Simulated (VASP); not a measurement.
Here is a VASP 6.6.1 calculation.

The input INCAR:

```
ALGO = Normal
EDIFF = 1E-6
ENCUT = 520
GGA = PE
ISIF = 2
ISMEAR = 0
ISYM = 0
LASPH = True
LCHARG = False
LREAL = Auto
LWAVE = False
NBANDS = 96
NELM = 80
PREC = Accurate
SIGMA = 0.1
```

File KPOINTS:

```
Automatic mesh
0
Gamma
  2 2 2
  0.5 0.5 0.5
```

The input POSCAR:

```
Al3Ga3As5P
1.0
   -5.7085535836     -5.6183378684      0.0362723420
   -0.0347573189      5.6168228452      5.7055588235
   -5.7267611079      5.6728177347     -5.7267963941
Al P Ga As
6 2 6 10
Direct
    0.5009118662     -0.0004893887      1.0011189810
    0.3329355590      0.1653773790      0.6681455496
   -0.0035393852      0.5031026741     -0.0019710992
    0.8345699610      0.6670321931      0.6761952036
    0.6762508827      0.8367478063      0.3324160877
    0.1633980215      0.8365736208      0.3324177587
    0.8338764414      0.6677662764      0.9188317292
    0.9995658155      0.9980065889      0.2486953229
    0.9969103622      0.9933742593      1.0046312687
    0.8339628007      0.1657314154      0.6672024553
    0.6662029439      0.3340337194      0.3345924212
    0.1624257971      0.3259894447      0.3282771986
    0.5062862311      0.5030237785     -0.0025402646
    0.3339983669      0.6672049020      0.6630540004
    0.3320968044      0.1653393003      0.9180171588
    0.8335346428      0.1670415693      0.9184349680
    0.6664283007      0.3360300776      0.5867469237
    0.1665499417      0.3316664254      0.5800799238
    0.5002342967      0.5022851408      0.2484273090
   -0.0013375655      0.5020959504      0.2482345942
    0.3318555001      0.6675357730      0.9148873015
    0.6700736203      0.8322457800      0.5828980678
    0.1627286726      0.8342023403      0.5829896007
    0.4999497030      0.9987366650      0.2518703373
```

Potentials or basis: VASP PAW PBE potentials, release 64 (Al, P, Ga_d, As).

Command:

```bash
$ cat potpaw_PBE.64/Al/POTCAR potpaw_PBE.64/P/POTCAR potpaw_PBE.64/Ga_d/POTCAR potpaw_PBE.64/As/POTCAR > POTCAR
$ mpirun -np 1 vasp_std > vasp.out
```

(1) Estimate the band gap on the k mesh.

(2) What does it give for the largest force?

Answers

(1) 1.73 eV, indirect (least direct gap 1.91 eV).

(2) 0.033 eV/Å.
